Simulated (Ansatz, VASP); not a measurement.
**One calculation of Be2Se, two programs**

```
Be Se
1.0
     4.19085    0.00000    0.00000
    -2.09542    3.62938    0.00000
     0.00000    0.00000    2.78424
Be Se
2 1
Direct
  0.33333 0.66667 0.50000
  0.66667 0.33333 0.50000
  0.00000 0.00000 0.50000
```

Alike in both runs: task relaxation of cell and atoms; functional PBE; k mesh 12 × 12 × 16; occupations gaussian, width 0.1 eV; no spin polarisation.

|  | VASP | Ansatz |
| --- | --- | --- |
| version | VASP 6.6.1 | Ansatz 0.2.0 |
| potentials or method | VASP PAW PBE potentials, release 64 (Be, Se), cutoff 600 eV | scalar-relativistic, plane waves, PAW |
| valence electrons in the cell | 10 | 20 |

|  | VASP | Ansatz | Ansatz less VASP |
| --- | --- | --- | --- |
| gap on the k mesh at the Fermi level, each at its own relaxed structure (eV) | none | none | - |
| relaxed volume (Å³/atom) | 13.46 | 13.44 | -0.023 |
| relaxed cell length with the largest relative difference (Å) | 4.251 | 4.247 | -0.0035 |

A gap of «none» marks a metal or a gap that the smearing closes. VASP's potentials hold 10 valence electrons a cell and Ansatz's 20, so a difference there can come from the potentials and not from the codes.
